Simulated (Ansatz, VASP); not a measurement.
## One calculation of Hf3O, two programs

The input INCAR:

```
SYSTEM = Hf3O
ALGO     = Normal         ! electronic algorithm
EDIFF    = 1E-6           ! SCF threshold, eV
ENCUT    = 520            ! plane-wave cutoff, eV
GGA      = PE             ! functional
ISIF     = 2              ! what is computed and relaxed
ISMEAR   = 0              ! smearing method
LASPH    = .TRUE.         ! aspherical terms in the spheres
LCHARG   = .FALSE.        ! write CHGCAR
LREAL    = .FALSE.        ! projectors in reciprocal space
LWAVE    = .FALSE.        ! write WAVECAR
NBANDS   = 26             ! bands
NELM     = 80             ! most SCF steps
PREC     = Accurate       ! precision mode
SIGMA    = 0.1            ! smearing width, eV
```

File KPOINTS:

```
k-points
0
G
  4 4 4
  0 0 0
```

Contents of POSCAR:

```
Hf3O
1.0
    4.0153381481      0.0000000000      0.0000000000
    0.0000000000      4.0153381481      0.0000000000
    0.0000000000      0.0000000000      4.0153381481
Hf O
3 1
Direct
    0.0000000000      0.5000000000      0.5000000000
    0.5000000000      0.0000000000      0.5000000000
    0.5000000000      0.5000000000      0.0000000000
    0.0000000000      0.0000000000      0.0000000000
```

Input for Ansatz:

```yaml
crystal:
  lattice:
    - [4.0153381481, 0.0, 0.0]
    - [0.0, 4.0153381481, 0.0]
    - [0.0, 0.0, 4.0153381481]
  atoms:
    - { symbol: Hf, position: [0.0, 0.5, 0.5] }
    - { symbol: Hf, position: [0.5, 0.0, 0.5] }
    - { symbol: Hf, position: [0.5, 0.5, 0.0] }
    - { symbol: O, position: [0.0, 0.0, 0.0] }
basis:
  ecutwfc: 420
kpoints:
  mp_grid: { grid: [4, 4, 4] }
hamiltonian:
  xc: pbe
scf:
  occupations: { method: gaussian, width: 0.1 }
  lower_state_search: "off"
output:
  forces: true
  stress: true
  eigenvalues: true
```

Alike in both runs: task single point; functional PBE; k mesh 4 × 4 × 4; occupations gaussian, width 0.1 eV; no spin polarisation.

|  | VASP | Ansatz |
| --- | --- | --- |
| version | VASP 6.6.1 | Ansatz 0.2.0 |
| potentials or method | VASP PAW PBE potentials, release 64 (Hf_pv, O), cutoff 520 eV | scalar-relativistic, plane waves, PAW |
| valence electrons in the cell | 36 | 84 |

Ansatz gave:

| Quantity | Value |
| --- | --- |
| gap on the k mesh at the Fermi level (eV) | none |
| pressure (GPa) | 18.1 |

**Question.** Estimate VASP's values.

**Answer.** gap on the k mesh at the Fermi level (eV): none; pressure (GPa): 17.3.

A gap of «none» marks a metal or a gap that the smearing closes. VASP's potentials hold 36 valence electrons a cell and Ansatz's 84, so a difference there can come from the potentials and not from the codes.

The k mesh is coarse, so the values compare programs but aren't converged. Spin-orbit coupling is off throughout.
